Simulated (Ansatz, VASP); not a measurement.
# SnO2: VASP beside Ansatz

INCAR

```
PREC = Accurate
ENCUT = 520
EDIFF = 1E-6
ISMEAR = 0
SIGMA = 0.05
LREAL = F
LASPH = T
NELM = 100
ALGO = Normal
ISIF = 2
LWAVE = F
LCHARG = F
GGA = PS
NBANDS = 64
```

KPOINTS

```
regular mesh
0
Gamma
  6 6 6
```

POSCAR

```
SnO2
1.0
    3.3194842212      1.9165051087      4.2956338811
   -3.3194842212      1.9165051087      4.2956338811
    0.0000000000     -3.8330102173      4.2956338812
Sn O
4 8
Direct
    0.8646807174      0.8646807174      0.8646807174
    0.3648245829      0.3648245829      0.8648190111
    0.3648245829      0.8648190111      0.3648245829
    0.8648190111      0.3648245829      0.3648245829
    0.1235003534      0.6233501671      0.6233501671
    0.6233501671      0.1235003534      0.6233501671
    0.6233501671      0.6233501671      0.1235003534
    0.6062113146      0.6062113146      0.6062113146
    0.1234715296      0.1234715296      0.1234715296
    0.1060883083      0.1060883083      0.6062369573
    0.1060883083      0.6062369573      0.1060883083
    0.6062369573      0.1060883083      0.1060883083
```

Input for Ansatz:

```yaml
crystal:
  lattice:
    - [3.3194842212, 1.9165051087, 4.2956338811]
    - [-3.3194842212, 1.9165051087, 4.2956338811]
    - [0.0, -3.8330102173, 4.2956338812]
  atoms:
    - { symbol: Sn, position: [0.8646807174, 0.8646807174, 0.8646807174] }
    - { symbol: Sn, position: [0.3648245829, 0.3648245829, 0.8648190111] }
    - { symbol: Sn, position: [0.3648245829, 0.8648190111, 0.3648245829] }
    - { symbol: Sn, position: [0.8648190111, 0.3648245829, 0.3648245829] }
    - { symbol: O, position: [0.1235003534, 0.6233501671, 0.6233501671] }
    - { symbol: O, position: [0.6233501671, 0.1235003534, 0.6233501671] }
    - { symbol: O, position: [0.6233501671, 0.6233501671, 0.1235003534] }
    - { symbol: O, position: [0.6062113146, 0.6062113146, 0.6062113146] }
    - { symbol: O, position: [0.1234715296, 0.1234715296, 0.1234715296] }
    - { symbol: O, position: [0.1060883083, 0.1060883083, 0.6062369573] }
    - { symbol: O, position: [0.1060883083, 0.6062369573, 0.1060883083] }
    - { symbol: O, position: [0.6062369573, 0.1060883083, 0.1060883083] }
basis:
  ecutwfc: 520.0
kpoints:
  mp_grid: { grid: [6, 6, 6] }
hamiltonian:
  xc: pbesol
  pseudopotentials: { kind: paw, azcp: { folder: soft_1 } }
scf:
  occupations: { method: gaussian, width: 0.05 }
output:
  forces: true
  stress: true
  eigenvalues: true
```

Alike in both runs: task single point; functional PBEsol; k mesh 6 × 6 × 6; occupations gaussian, width 0.05 eV; no spin polarisation.

```csv
,VASP,Ansatz
version,VASP 6.6.1,Ansatz 0.2.0
potentials or method,"VASP PAW PBE potentials, release 64 (Sn_d, O), cutoff 520 eV","scalar-relativistic, plane waves, PAW"
valence electrons in the cell,104,104
```

|  | VASP | Ansatz | Ansatz less VASP |
| --- | --- | --- | --- |
| gap on the k mesh at the Fermi level (eV) | 1.06 | 1.08 | +0.014 |
| least direct gap on the mesh (eV) | 1.06 | 1.08 | +0.014 |
| pressure (GPa) | -8.8 | -9.3 | -0.59 |
| traceless stress, the component that is largest in VASP (GPa) | 5.63 | 6.08 | +0.444 |
| rms of the force components (eV/Å) | 0.106 | 0.129 | +0.0223 |

VASP's potentials were made for PBE, not for PBEsol, and Ansatz warns of the same on its side. Atom by atom the forces differ by 0.022 eV/Å (rms over components).
